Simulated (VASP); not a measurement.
# Rh: single point with LDA

The system is Rh.

```
CELL_PARAMETERS angstrom
0.00000 1.75690 1.75690
1.75690 0.00000 1.75690
1.75690 1.75690 0.00000
ATOMIC_POSITIONS crystal
Rh 0.00000 0.00000 0.00000
```

```
Program             : VASP 6.6.1
Task                : single point
Functional          : LDA
Potentials or basis : VASP PAW LDA potentials, release 64 (Rh_pv)
Cutoff              : 520 eV
k mesh              : 22 × 22 × 22
Occupations         : gaussian, width 0.15 eV
Spin                : collinear spin, ferromagnetic start
Starting moments    : [0.875] μB
Fixed moment        : 0.875 μB
```

```json
{
 "Pressure": "115.5 GPa",
 "Net moment": "0.87 μB per cell",
 "Site moments": "Rh +0.85 μB",
 "Valence electrons inside the program's atomic spheres": "Rh 14.37"
}
```

Run time: 68 s on 1 thread of Intel(R) Xeon(R) Platinum 8488C (Sapphire Rapids), on a shared host, peak memory 0.19 GiB.

Caveat: the cell stands under pressure; the total moment is fixed, so each spin has its own Fermi level and the state may be an excited one.
